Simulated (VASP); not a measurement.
# Ge (Pm-3m) in VASP: a series of runs

Runs on Ge. Level: PBEsol. Tasks: single point.

Everything below comes from runs of VASP 6.6.1. Logs are shortened: lines on timing, memory, paths and dates and some standing lists are left out, and cuts for length are marked.

## (1) The cell of the first run

It takes space group Pm-3m (No. 221, cubic). The conventional cell has a = 2.012 Å, b = 2.012 Å, c = 2.012 Å, α = 90.00°, β = 90.00°, γ = 90.00°. Within 2.7 Å of Ge (site symmetry m-3m) lie 6 Ge at 2.01 Å.

## (2) Single point, PBEsol (volume scaled by 0.43)

INCAR

```
SYSTEM = Ge
PREC = Accurate
ENCUT = 520
EDIFF = 1E-6
ISMEAR = -1
SIGMA = 0.1
LREAL = .FALSE.
LASPH = .TRUE.
NELM = 100
ALGO = Normal
ISIF = 2
LWAVE = .FALSE.
LCHARG = .TRUE.
GGA = PS
LELF = .TRUE.
LVHAR = .TRUE.
NBANDS = 13
```

KPOINTS

```
Automatic mesh
0
G
  15 15 15
  0 0 0
```

POSCAR

```
Ge
1.0
    2.0122592912      0.0000000000      0.0000000000
    0.0000000000      2.0122592912      0.0000000000
    0.0000000000      0.0000000000      2.0122592912
Ge
1
Direct
    0.0000000000      0.0000000000      0.0000000000
```

Potentials or basis: VASP PAW PBE potentials, release 64 (Ge_d).

Run with:

```sh
> cat potpaw_PBE.64/Ge_d/POTCAR > POTCAR
> mpirun -np 1 vasp_std > vasp.out
```

OUTCAR:

```text
SYSTEM = Ge
   PREC = Accurate
   ENCUT = 520
   EDIFF = 1E-6
   ISMEAR = -1
   LREAL = .FALSE.
   LASPH = .TRUE.
   NELM = 100
   ISIF = 2
   GGA = PS

 ion  position               nearest neighbor table
   1  0.000  0.000  0.000-

  LATTYP: Found a simple cubic cell.
 ALAT       =     2.0122592912

  Lattice vectors:

 A1 = (   2.0122592912,   0.0000000000,   0.0000000000)
 A2 = (   0.0000000000,   2.0122592912,   0.0000000000)
 A3 = (   0.0000000000,   0.0000000000,   2.0122592912)

Analysis of symmetry for initial positions (statically):
=====================================================================
 Subroutine PRICEL returns:
 Original cell was already a primitive cell.

 Routine SETGRP: Setting up the symmetry group for a
 simple cubic supercell.

 Subroutine GETGRP returns: Found 48 space group operations
 (whereof 48 operations were pure point group operations)
 out of a pool of 48 trial point group operations.

The static configuration has the point symmetry O_h .

Analysis of symmetry for dynamics (positions and initial velocities):
=====================================================================
 Subroutine PRICEL returns:
 Original cell was already a primitive cell.

 Routine SETGRP: Setting up the symmetry group for a
 simple cubic supercell.

 Subroutine GETGRP returns: Found 48 space group operations
 (whereof 48 operations were pure point group operations)
 out of a pool of 48 trial point group operations.

The dynamic configuration has the point symmetry O_h .

 Subroutine INISYM returns: Found 48 space group operations
 (whereof 48 operations are pure point group operations),
 and found     1 'primitive' translations

----------------------------------------------------------------------------------------

                                     Primitive cell

  volume of cell :       8.1480

  direct lattice vectors                    reciprocal lattice vectors
     2.012259291  0.000000000  0.000000000     0.496953849  0.000000000  0.000000000
     0.000000000  2.012259291  0.000000000     0.000000000  0.496953849  0.000000000
     0.000000000  0.000000000  2.012259291     0.000000000  0.000000000  0.496953849

  length of vectors
     2.012259291  2.012259291  2.012259291     0.496953849  0.496953849  0.496953849

  position of ions in fractional coordinates (direct lattice)
     0.000000000  0.000000000  0.000000000

  ion indices of the primitive-cell ions
[... 75 lines left out ...]
   LREAL  =      F    real-space projection
   EDIFFG = 0.1E-04   stopping-criterion for IOM
   NSW    =      0    number of steps for IOM
   IBRION =     -1    ionic relax: 0-MD 1-quasi-New 2-CG
   NFREE  =      0    steps in history (QN), initial steepest desc. (CG)
   ISIF   =      2    stress and relaxation
   ISYM   =      2    0-nonsym 1-usesym 2-fastsym
   POTIM  = 0.5000    time-step for ionic-motion
   TEBEG  =    0.0;   TEEND  =   0.0 temperature during run
   PSTRESS=    0.0 pullay stress
   NELECT =      14.0000    total number of electrons
   NUPDOWN=      -1.0000    fix difference up-down
   EMIN   =  10.00;   EMAX   =-10.00  energy-range for DOS
   EFERMI =   0.00;   METHOD = LEGACY
   ISMEAR =    -1;   SIGMA  =   0.10  broadening in eV -4-tet -1-fermi 0-gaus
   EFERMI_NEDOS =   21; number of points for ismear=-14 and -15
   IALGO  =     38    algorithm
   IMIX   =      4    mixing-type and parameters
     AMIX     =   0.40;   BMIX     =  1.00
     AMIX_MAG =   1.60;   BMIX_MAG =  1.00
  volume/ion in A,a.u.               =       8.15        54.99
  Fermi-wavevector in a.u.,A,eV,Ry     =   1.960801  3.705377 52.310883  3.844741
  Thomas-Fermi vector in A             =   2.985869
   LORBIT       =      0    0 simple, 1 ext, 2 COOP (PROOUT), +10 PAW based schemes
   GGA     = PS    functional components
   LHFCALC =     F    Hartree Fock is set to
   AEXX    =    0.0000 exact exchange contribution
   IVDW    =     0    specifies the selected vdW correction
   LEPSILON=     F    determine dielectric tensor
   LRPA    =     F    only Hartree local field effects (RPA)
 non-spin polarized calculation
  energy-cutoff  :      520.00
  volume of cell :        8.15
 maximum number of plane-waves:       228
 NGX is ok and might be reduce to    16
   NGX =  7   NGY =  7   NGZ =  7

 number of electron      13.9999990 magnetization

 Free energy of the ion-electron system (eV)
  ---------------------------------------------------
  ext. energy  EPLUGINS =         0.00000000
  ---------------------------------------------------
  free energy    TOTEN  =         2.33490674 eV

  energy without entropy =        2.34346063  energy(sigma->0) =        2.33918368

 E-fermi :  20.9404     XC(G=0): -16.3754

 val. band max:       20.9260763398   @ k =   0.3333   0.3333   0.0000
 cond. band min:      20.9554588949   @ k =   0.4667   0.4667   0.0000
 fundamental gap:      0.0293825551
 Fermi energy:        20.9404458705

 k-point     1 :       0.0000    0.0000    0.0000
  band No.  band energies     occupation
      1      -8.0694      2.00000
      2      -8.0694      2.00000
      3      -5.7375      2.00000
      4      -5.7375      2.00000
      5      -5.7375      2.00000
      6      -3.5617      2.00000
      7      32.3806      0.00000
      8      32.3806      0.00000
      9      32.3806      0.00000
     10      35.4295      0.00000
     11      35.4295      0.00000
     12      44.4049      0.00000
     13      61.9529      0.00000
[... 354 lines left out ...]
  band No.  band energies     occupation
      1      -7.6258      2.00000
      2      -6.7228      2.00000
      3      -6.6960      2.00000
      4      -6.2063      2.00000
      5      -5.9140      2.00000
      6       2.5297      2.00000
      7      15.6031      2.00000
      8      26.1318      0.00000
      9      37.6557      0.00000
     10      38.9978      0.00000
     11      41.4435      0.00000
     12      50.8092      0.00000
     13      52.3103      0.00000

 [... further k-points ...]
[... 5 lines left out ...]
  --------------------------------------------------------------------------------------
  -------------------------------------------------------------------------------------
  Total       23.1537119     23.1537119     23.1537119      0.0000000      0.0000000     -0.0000000
  in kB     4552.8085019   4552.8085019   4552.8085019      0.0000000      0.0000000     -0.0000000
  external PRESSURE =    4552.8085019 kB  Pullay stress =       0.0000000 kB

 VOLUME and BASIS-vectors are now :
 -----------------------------------------------------------------------------
  energy-cutoff  :      520.00
  volume of cell :        8.15
      direct lattice vectors                 reciprocal lattice vectors
     2.012259291  0.000000000  0.000000000     0.496953849  0.000000000  0.000000000
     0.000000000  2.012259291  0.000000000     0.000000000  0.496953849  0.000000000
     0.000000000  0.000000000  2.012259291     0.000000000  0.000000000  0.496953849

 POSITION                                       TOTAL-FORCE (eV/Angst)
 -----------------------------------------------------------------------------------
      0.00000      0.00000      0.00000         0.000000      0.000000      0.000000
 -----------------------------------------------------------------------------------
    total drift:                               -0.000000      0.000000      0.000000

  FREE ENERGIE OF THE ION-ELECTRON SYSTEM (eV)
  ---------------------------------------------------
  free  energy   TOTEN  =         2.3349067356 eV

  energy  without entropy=        2.3434606285  energy(sigma->0) =        2.33918368
```

OSZICAR:

```text
N       E                     dE             d eps       ncg     rms          rms(c)
DAV:   1     0.543368041667E+02    0.54337E+02   -0.60797E+03  3766   0.347E+03
DAV:   2     0.384211039892E+01   -0.50495E+02   -0.47834E+02  3255   0.354E+02
DAV:   3     0.187883992199E+01   -0.19633E+01   -0.19459E+01  3485   0.512E+01
DAV:   4     0.186977822738E+01   -0.90617E-02   -0.90608E-02  3508   0.334E+00
DAV:   5     0.186974950903E+01   -0.28718E-04   -0.28719E-04  3560   0.193E-01    0.647E+00
DAV:   6     0.217340542541E+01    0.30366E+00   -0.37348E-02  3375   0.244E+00    0.352E+00
DAV:   7     0.233460794230E+01    0.16120E+00   -0.68844E-02  3385   0.241E+00    0.331E-01
DAV:   8     0.233487052244E+01    0.26258E-03   -0.12184E-03  4409   0.886E-01    0.110E-01
DAV:   9     0.233489101311E+01    0.20491E-04   -0.21069E-05  3712   0.148E-01    0.125E-02
DAV:  10     0.233490601700E+01    0.15004E-04   -0.85608E-06  4063   0.108E-01    0.173E-03
DAV:  11     0.233490673559E+01    0.71860E-06   -0.53302E-07  2323   0.159E-02
   1 F= 0.23349067E+01 E0= 0.23391837E+01  d E =-.855389E-02
```

Run time: 6.4 s. Hardware: 1 thread of Intel Xeon Platinum 8259CL at 2.50GHz (Skylake/Cascade Lake), shared host; peak memory 0.12 GiB.

Results:

| Item | Value |
| --- | --- |
| Free energy | 2.3349 eV |
| Pressure | 455.3 GPa |
| Band gap on the k mesh | zero (band 7 reaches 32.38 eV, above the bottom of band 8 at 18.98 eV) |

Caveat: the PAW data sets were made with another functional, which shifts forces and pressure a little.

## (3) Single point, PBEsol (volume scaled by 0.43)

INCAR

```
PREC = Accurate ; ENCUT = 520
EDIFF = 1E-7 ; ISMEAR = -1
SIGMA = 0.1 ; LREAL = False
LASPH = True ; NELM = 80
ALGO = Normal ; ISIF = 2
LWAVE = False ; LCHARG = False
GGA = PS ; NBANDS = 13
```

KPOINTS

```
Automatic mesh
0
Gamma
  15 15 15
```

POSCAR is that of step 2.

Potentials or basis: VASP PAW PBE potentials, release 64 (Ge_d).

Run with:

```sh
> cat potpaw_PBE.64/Ge_d/POTCAR > POTCAR
> mpirun -np 1 vasp_std > vasp.out
```

Run time: 6.9 s. Hardware: 1 thread of Intel Xeon Platinum 8259CL at 2.50GHz (Skylake/Cascade Lake), shared host; peak memory 0.12 GiB.

Results (log left out):

```yaml
Free_energy: 2.3349 eV
Pressure: 455.5 GPa
Band_gap_on_the_k_mesh: zero (band 7 reaches 32.38 eV, above the bottom of band 8 at 18.98 eV)
```

Levels at points of the mesh, in eV from the Fermi level:
| k point | band 3 | band 4 | band 5 | band 6 | band 7 | band 8 | band 9 | band 10 | band 11 | band 12 |
| --- | --- | --- | --- | --- | --- | --- | --- | --- | --- | --- |
| (0.00, 0.00, 0.00) | -26.68 | -26.68 | -26.68 | -24.50 | 11.44 | 11.44 | 11.44 | 14.49 | 14.49 | 23.46 |

Caveat: the PAW data sets were made with another functional, which shifts forces and pressure a little.

(Part 1 of 2 ends here.)
